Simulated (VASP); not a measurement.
Here is a VASP 6.6.1 calculation.

INCAR

```
PREC = Accurate
ENCUT = 520
EDIFF = 1E-6
ISMEAR = -1
SIGMA = 0.08
LREAL = F
LASPH = T
NELM = 80
ALGO = Normal
ISIF = 2
LWAVE = F
LCHARG = F
NBANDS = 12
```

Contents of KPOINTS:

```
Automatic mesh
0
Gamma
  18 18 18
```

Contents of POSCAR:

```
Nb
1.0
   -1.6242157465      1.6242157465      1.6242157465
    1.6242157465     -1.6242157465      1.6242157465
    1.6242157465      1.6242157465     -1.6242157465
Nb
1
Direct
    0.0000000000      0.0000000000      0.0000000000
```

Potentials or basis: VASP PAW LDA potentials, release 64 (Nb_sv).

The run is started by

```sh
$ cat potpaw_LDA.64/Nb_sv/POTCAR > POTCAR
$ mpirun -np 1 vasp_std > vasp.out
```

Task: Estimate the pressure.

Result: -0.2 GPa.
